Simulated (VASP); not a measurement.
Crystal: CuI.

```
CELL_PARAMETERS angstrom
5.26391 0.00000 0.00000
0.03123 5.26381 0.00000
0.00000 0.00000 4.30700
ATOMIC_POSITIONS crystal
Cu 0.42044 0.57956 0.75000
Cu 0.57956 0.42044 0.25000
I 0.77004 0.22996 0.75000
I 0.22996 0.77004 0.25000
```

Base run:

- Program: VASP 6.6.1
- Functional: r2SCAN
- Potentials or basis: VASP PAW PBE potentials, release 64 (Cu, I)
- Cutoff: 660 eV
- k mesh: 4 × 4 × 6
- Occupations: gaussian, width 0.01 eV
- Spin: no spin polarisation

Its results: band gap on the k mesh 1.41 eV; pressure 0.1 GPa; largest force 0.064 eV/Å.

Task: The run is repeated on the same cell with these changes: functional from r2SCAN to BLYP; cutoff from 660 eV to 600 eV. What comes out?

Result: Band gap on the k mesh 1.08 eV; pressure 4.3 GPa; largest force 0.534 eV/Å.

Caveats: the PAW data sets were made with another functional, which shifts forces and pressure a little; spin-orbit coupling is left out, which moves the levels of the heavy elements; the cell stands under pressure (at least some runs).

